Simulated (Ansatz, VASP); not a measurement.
## YMg2O2: VASP beside Ansatz

```
CELL_PARAMETERS angstrom
-3.33344 3.33344 2.77293
3.33344 -3.33344 2.77293
3.33344 3.33344 -2.77293
ATOMIC_POSITIONS crystal
Y 0.50000 0.50000 0.00000
Mg 0.50000 0.00000 0.50000
Mg 0.00000 0.50000 0.50000
O 0.87505 0.87505 0.00000
O 0.12495 0.12495 0.00000
```

Alike in both runs: task single point; functional PBE; k mesh 4 × 4 × 4; occupations gaussian, width 0.1 eV; collinear spin.

```csv
,VASP,Ansatz
version,VASP 6.6.1,Ansatz 0.2.0
potentials or method,"VASP PAW PBE potentials, release 64 (Y_sv, Mg, O), cutoff 520 eV","scalar-relativistic, plane waves, PAW"
valence electrons in the cell,27,43
```

VASP gave:

```
gap on the k mesh at the Fermi level (eV)                     : none
pressure (GPa)                                                : 0.2
traceless stress, the component that is largest in VASP (GPa) : 0.15
rms of the force components (eV/Å)                            : 0.085
net moment per atom (μB)                                      : 0.00
```

Q: What did Ansatz give for the same quantities?

A: gap on the k mesh at the Fermi level (eV): none; pressure (GPa): 0.1; traceless stress, the component that is largest in VASP (GPa): -0.12; rms of the force components (eV/Å): 0.003; net moment per atom (μB): 0.00.

Atom by atom the forces differ by 0.088 eV/Å (rms over components). A gap of «none» marks a metal or a gap that the smearing closes. VASP's potentials hold 27 valence electrons a cell and Ansatz's 43, so a difference there can come from the potentials and not from the codes. Ansatz's warnings: seeded moment not kept.

The k mesh is coarse, so the values compare programs but aren't converged.
